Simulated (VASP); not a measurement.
# Si8O15 (a cell with a defect) in VASP: single point with r2SCAN

Aim: the single point of Si8O15 (a cell with a defect) with r2SCAN.

Program: VASP 6.6.1. These are calculated values, not measurements. Logs are shortened: lines on timing, memory, paths and dates and some standing lists are left out, and cuts for length are marked.

### Step 1. The cell of the first run

The cell holds a defect, 23 atoms: a = 5.846 Å, b = 5.846 Å, c = 5.303 Å, α = 90.00°, β = 90.00°, γ = 90.00°.

### Step 2. Single point, r2SCAN

POSCAR reads:

```
Si8O15
1.0
   -4.1337000000     -4.1337000000      0.0000000000
    4.1337000000     -4.1337000000      0.0000000000
    0.0000000000      0.0000000000      5.3034000000
Si O
8 15
Direct
    0.4998115490      0.4813254469     -0.0292518007
   -0.0001908702      0.4970883228      0.2491460195
    0.4998077993      0.5461302223      0.4968065769
   -0.0002017563      0.5001729685      0.7482226496
   -0.0002024820      0.0005254373      0.0018752121
    0.4997964293     -0.0691843869      0.2629933627
   -0.0002032078     -0.0004156083      0.5021463589
    0.4997981227      0.0089243293      0.7547316816
    0.1942376080      0.4966047367     -0.0066170758
   -0.0002007886      0.1951793792      0.2527199532
    0.8053544040      0.4966046157     -0.0066050081
   -0.0001997000      0.8038550209      0.2491965532
    0.1939416261      0.5071670658      0.5029716785
   -0.0002080461      0.1940721388      0.7506908776
    0.8056525631      0.5071650096      0.5029607422
   -0.0002076832      0.8061877979      0.7533086322
    0.6922224641      0.0040477054      0.0083107063
    0.4997717541      0.4046361613      0.2471884074
    0.3073709993      0.0040461330      0.0083065581
    0.6954110119      0.0057356605      0.5037168609
    0.4998025982      0.7026978252      0.7664696233
    0.3041824516      0.0057355396      0.5037208206
    0.4998027191      0.3055186637      0.7317837614
```

INCAR.step1 reads:

```
SYSTEM = Si8O15
PREC = Accurate
ENCUT = 520
ISMEAR = -1
SIGMA = 0.05
LREAL = Auto
LASPH = .TRUE.
NELM = 100
NBANDS = 78
GGA = PE
ALGO = Normal
EDIFF = 1E-4
LWAVE = .TRUE.
LCHARG = .FALSE.
```

INCAR.step2 reads:

```
SYSTEM = Si8O15
PREC = Accurate
ENCUT = 520
EDIFF = 1E-7
ISMEAR = -1
SIGMA = 0.05
LREAL = Auto
LASPH = .TRUE.
NELM = 100
ALGO = Normal
ISIF = 2
LWAVE = .FALSE.
LCHARG = .FALSE.
METAGGA = R2SCAN
LMIXTAU = .TRUE.
NBANDS = 78
ISTART = 1
```

KPOINTS reads:

```
Automatic mesh
0
G
  2 2 2
  0 0 0
```

Potentials or basis: VASP PAW PBE potentials, release 64 (Si, O).

The run is started by

```
$ cat potpaw_PBE.64/Si/POTCAR potpaw_PBE.64/O/POTCAR > POTCAR
$ cp INCAR.step1 INCAR
$ mpirun -np 1 vasp_std > vasp.out
$ cp INCAR.step2 INCAR
$ mpirun -np 1 vasp_std > vasp.out
```

OUTCAR:

```text
SYSTEM = Si8O15
   PREC = Accurate
   ENCUT = 520
   EDIFF = 1E-7
   ISMEAR = -1
   LREAL = Auto
   LASPH = .TRUE.
   NELM = 100
   ISIF = 2
   METAGGA = R2SCAN
   ISTART = 1

 ion  position               nearest neighbor table
   1  0.500  0.481  0.971-  18 1.53  23 1.63  21 1.69  11 1.79   9 1.79   3 2.54   3 2.82   8 2.99
                             6 3.05
   2  1.000  0.497  0.249-  13 1.76  15 1.76  10 1.77   9 1.77  11 1.77  12 1.79   4 2.65   4 2.66

   3  0.500  0.546  0.497-  18 1.56  21 1.70  15 1.80  13 1.80  23 1.88   1 2.54   6 2.57   1 2.82
                             8 3.03
   4  1.000  0.500  0.748-  13 1.73  15 1.73   9 1.73  11 1.73  16 1.79  14 1.79   2 2.65   2 2.66
[... 7 lines left out ...]
   8  0.500  0.009  0.755-  23 1.74  19 1.75  17 1.75  22 1.76  20 1.76  21 1.79   6 2.65   6 2.73
                             1 2.99   3 3.03
   9  0.194  0.497  0.993-   4 1.73   2 1.77   1 1.79
  10  1.000  0.195  0.253-   7 1.75   5 1.75   2 1.77
  11  0.805  0.497  0.993-   4 1.73   2 1.77   1 1.79
  12  1.000  0.804  0.249-   5 1.74   7 1.76   2 1.79
  13  0.194  0.507  0.503-   4 1.73   2 1.76   3 1.80
  14  1.000  0.194  0.751-   7 1.74   5 1.75   4 1.79
  15  0.806  0.507  0.503-   4 1.73   2 1.76   3 1.80
  16  1.000  0.806  0.753-   5 1.74   7 1.75   4 1.79
  17  0.692  0.004  0.008-   8 1.75   5 1.80   6 1.81
  18  0.500  0.405  0.247-   1 1.53   3 1.56
  19  0.307  0.004  0.008-   8 1.75   5 1.80   6 1.81
  20  0.695  0.006  0.504-   8 1.76   6 1.77   7 1.78
  21  0.500  0.703  0.766-   1 1.69   3 1.70   8 1.79
  22  0.304  0.006  0.504-   8 1.76   6 1.77   7 1.78
  23  0.500  0.306  0.732-   1 1.63   8 1.74   3 1.88

  LATTYP: Found a simple tetragonal cell.
 ALAT       =     5.8459346028
 C/A-ratio  =     0.9071945481

  Lattice vectors:

 A1 = (  -4.1337000000,  -4.1337000000,   0.0000000000)
 A2 = (   4.1337000000,  -4.1337000000,   0.0000000000)
 A3 = (   0.0000000000,   0.0000000000,   5.3034000000)

Analysis of symmetry for initial positions (statically):
=====================================================================
 Subroutine PRICEL returns:
 Original cell was already a primitive cell.

 Routine SETGRP: Setting up the symmetry group for a
 simple tetragonal supercell.

 Subroutine GETGRP returns: Found  1 space group operations
 (whereof  1 operations were pure point group operations)
 out of a pool of 16 trial point group operations.

The static configuration has the point symmetry C_1 .

[... 140 lines left out ...]
   NSW    =      0    number of steps for IOM
   IBRION =     -1    ionic relax: 0-MD 1-quasi-New 2-CG
   NFREE  =      0    steps in history (QN), initial steepest desc. (CG)
   ISIF   =      2    stress and relaxation
   ISYM   =      2    0-nonsym 1-usesym 2-fastsym
   POTIM  = 0.5000    time-step for ionic-motion
   TEBEG  =    0.0;   TEEND  =   0.0 temperature during run
   PSTRESS=    0.0 pullay stress
   NELECT =     122.0000    total number of electrons
   NUPDOWN=      -1.0000    fix difference up-down
   EMIN   =  10.00;   EMAX   =-10.00  energy-range for DOS
   EFERMI =   0.00;   METHOD = LEGACY
   ISMEAR =    -1;   SIGMA  =   0.05  broadening in eV -4-tet -1-fermi 0-gaus
   EFERMI_NEDOS =   21; number of points for ismear=-14 and -15
   IALGO  =     38    algorithm
   IMIX   =      4    mixing-type and parameters
     AMIX     =   0.40;   BMIX     =  1.00
     AMIX_MAG =   1.60;   BMIX_MAG =  1.00
  volume/ion in A,a.u.               =       7.88        53.18
  Fermi-wavevector in a.u.,A,eV,Ry     =   1.434743  2.711270 28.007409  2.058486
  Thomas-Fermi vector in A             =   2.554118
   LORBIT       =      0    0 simple, 1 ext, 2 COOP (PROOUT), +10 PAW based schemes
   METAGGA = R2SCAN    functional components
   LHFCALC =     F    Hartree Fock is set to
   AEXX    =    0.0000 exact exchange contribution
   IVDW    =     0    specifies the selected vdW correction
   LEPSILON=     F    determine dielectric tensor
   LRPA    =     F    only Hartree local field effects (RPA)
 non-spin polarized calculation
  energy-cutoff  :      520.00
  volume of cell :      181.24
 maximum number of plane-waves:      4912
 NGX is ok and might be reduce to    48
   NGX = 21   NGY = 21   NGZ = 19

 number of electron     122.0000013 magnetization

 Free energy of the ion-electron system (eV)
  ---------------------------------------------------
  ext. energy  EPLUGINS =         0.00000000
  ---------------------------------------------------
  free energy    TOTEN  =      -220.45217974 eV

  energy without entropy =     -220.45217974  energy(sigma->0) =     -220.45217974

 E-fermi :  10.5180     XC(G=0): -12.8108

 val. band max:        9.3382791667   @ k =   0.5000   0.5000   0.5000
 cond. band min:      13.1269196387   @ k =   0.0000   0.5000   0.5000
 fundamental gap:      3.7886404720
 Fermi energy:        10.5180141718

 k-point     1 :       0.0000    0.0000    0.0000
  band No.  band energies     occupation
      1     -15.8916      2.00000
      2     -14.3266      2.00000
      3     -14.0880      2.00000
      4     -13.1083      2.00000
      5     -13.0817      2.00000
      6     -12.9268      2.00000
[... 597 lines left out ...]
     72      19.1871      0.00000
     73      19.3827      0.00000
 [bands above 73 left out]

------------------------ aborting loop because EDIFF is reached ----------------------------------------

  FORCE on cell =-STRESS in cart. coord.  units (eV):
  Direction    XX          YY          ZZ          XY          YZ          ZX
  --------------------------------------------------------------------------------------
  -------------------------------------------------------------------------------------
  Total       16.2741661     16.2783364     21.7393374     -3.4066379     -6.3742347      6.3767610
  in kB      143.8623121    143.8991772    192.1739846    -30.1144038    -56.3477197     56.3700520
  external PRESSURE =     159.9784913 kB  Pullay stress =       0.0000000 kB

 VOLUME and BASIS-vectors are now :
 -----------------------------------------------------------------------------
  energy-cutoff  :      520.00
  volume of cell :      181.24
      direct lattice vectors                 reciprocal lattice vectors
    -4.133700000 -4.133700000  0.000000000    -0.120957012 -0.120957012  0.000000000
     4.133700000 -4.133700000  0.000000000     0.120957012 -0.120957012  0.000000000
     0.000000000  0.000000000  5.303400000     0.000000000  0.000000000  0.188558283

 POSITION                                       TOTAL-FORCE (eV/Angst)
 -----------------------------------------------------------------------------------
     -0.07642     -4.05573      5.14827         0.770521     -0.769252     -0.061378
     -2.07810     -6.18772      1.32132         0.076574     -0.076747      0.039147
      0.19148     -4.32359      2.63476         0.497368     -0.496863     -1.059187
     -2.06530     -6.20043      3.96812         0.175985     -0.175226     -0.023799
     -4.13069     -4.13504      0.00994         0.097253     -0.097403      0.088577
      1.78170     -5.91372      1.39476        -0.684891      0.684365      0.172349
[... 15 lines left out ...]
     -1.23369     -1.28111      2.67143         0.010759     -0.097954     -0.116023
     -0.80311     -3.32896      3.88094         0.228938     -0.228445      0.333056
 -----------------------------------------------------------------------------------
    total drift:                                0.006718      0.000171     -0.009663

  FREE ENERGIE OF THE ION-ELECTRON SYSTEM (eV)
  ---------------------------------------------------
  free  energy   TOTEN  =      -220.4521797392 eV

  energy  without entropy=     -220.4521797392  energy(sigma->0) =     -220.45217974
```

OUTCAR.step1:

```text
SYSTEM = Si8O15
   PREC = Accurate
   ENCUT = 520
   ISMEAR = -1
   LREAL = Auto
   LASPH = .TRUE.
[... 888 lines left out ...]
      1.78170     -5.91372      1.39476        -0.845386      0.844928      0.085002
[... 15 lines left out ...]
     -1.23369     -1.28111      2.67143         0.097037     -0.085410     -0.126134
     -0.80311     -3.32896      3.88094         0.158691     -0.158193      0.099565
 -----------------------------------------------------------------------------------
    total drift:                                0.005520     -0.000011     -0.010617

  FREE ENERGIE OF THE ION-ELECTRON SYSTEM (eV)
  ---------------------------------------------------
  free  energy   TOTEN  =      -171.8165870255 eV

  energy  without entropy=     -171.8165870254  energy(sigma->0) =     -171.81658703
```

OSZICAR.step1:

```text
N       E                     dE             d eps       ncg     rms          rms(c)
DAV:   1     0.682733829952E+03    0.68273E+03   -0.69070E+04  1248   0.153E+03
DAV:   2    -0.152184942790E+03   -0.83492E+03   -0.81626E+03  1496   0.340E+02
DAV:   3    -0.190260534770E+03   -0.38076E+02   -0.37897E+02  1536   0.755E+01
DAV:   4    -0.190633479001E+03   -0.37294E+00   -0.37210E+00  1536   0.832E+00
DAV:   5    -0.190637880521E+03   -0.44015E-02   -0.43976E-02  1504   0.851E-01    0.362E+01
DAV:   6    -0.171710045628E+03    0.18928E+02   -0.71042E+01  1408   0.314E+01    0.170E+01
DAV:   7    -0.171768076282E+03   -0.58031E-01   -0.30748E+00  1512   0.640E+00    0.606E+00
DAV:   8    -0.171792845923E+03   -0.24770E-01   -0.14798E-01  1440   0.182E+00    0.252E+00
DAV:   9    -0.171814809159E+03   -0.21963E-01   -0.44048E-02  1472   0.111E+00    0.453E-01
DAV:  10    -0.171816353306E+03   -0.15441E-02   -0.64421E-03  1480   0.367E-01    0.283E-01
DAV:  11    -0.171816493494E+03   -0.14019E-03   -0.73048E-04  1424   0.140E-01    0.143E-01
DAV:  12    -0.171816587025E+03   -0.93532E-04   -0.27586E-04  1288   0.779E-02
   1 F= -.17181659E+03 E0= -.17181659E+03  d E =-.498152E-10
```

Wall time 16 min (1 thread of Intel Xeon 8259CL, shared host); peak memory 0.34 GiB.

Results:

```
Free energy            : -220.4522 eV
Pressure               : 16.0 GPa
Largest force          : 5.092 eV/Å
Band gap on the k mesh : 3.79 eV
```

Forces in eV/Å, atoms in the order of the input:
```
Si   0.771 -0.769 -0.061
Si   0.077 -0.077  0.039
Si   0.497 -0.497 -1.059
Si   0.176 -0.175 -0.024
Si   0.097 -0.097  0.089
Si  -0.685  0.684  0.172
Si   0.108 -0.109 -0.026
Si   0.354 -0.353  0.056
O    0.248 -0.344  0.076
O    0.127 -0.127 -0.001
O    0.343 -0.248  0.075
O    0.092 -0.092  0.036
O    0.200 -0.210 -0.069
O    0.141 -0.140  0.067
O    0.210 -0.200 -0.069
O    0.136 -0.136  0.030
O    0.129  0.029  0.320
O   -3.600  3.597  0.157
O   -0.029 -0.129  0.321
O    0.099 -0.011 -0.117
O    0.270 -0.270 -0.229
O    0.011 -0.098 -0.116
O    0.229 -0.228  0.333
```

Stress tensor (GPa, compression positive):
```
14.39 -3.01  5.64
-3.01 14.39 -5.63
 5.64 -5.63 19.22
```

Caveat: the k points lie up to 0.59 Å⁻¹ apart; the PAW data sets were made with another functional, which shifts forces and pressure a little.
